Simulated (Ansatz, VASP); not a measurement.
## One calculation of C, two programs

```
C
1.0
     0.00000    1.78632    1.78632
     1.78632    0.00000    1.78632
     1.78632    1.78632    0.00000
C
2
Cartesian
  -0.4466 -0.4466 -0.4466
  0.4466 0.4466 0.4466
```

Alike in both runs: task relaxation of cell and atoms; functional LDA; k mesh 20 × 20 × 20; occupations fermi-dirac, width 0.08 eV; no spin polarisation.

|  | VASP | Ansatz |
| --- | --- | --- |
| version | VASP 6.6.1 | Ansatz 0.2.0 |
| potentials or method | VASP PAW LDA potentials, release 64 (C) | PAW with Ansatz's default frozen-core files, scalar-relativistic |
| plane-wave cutoff (eV) | 600 | 420 |
| valence electrons in the cell | 8 | 8 |

Ansatz gave:

- relaxed volume (Å³/atom): 5.51
- relaxed cell length with the largest relative difference (Å): 2.497

Problem. Which values does VASP return?

Solution. Relaxed volume (Å³/atom): 5.52; relaxed cell length with the largest relative difference (Å): 2.499.

LDA's correlation is that of Perdew and Zunger in VASP and of Perdew and Wang (1992) in Ansatz.
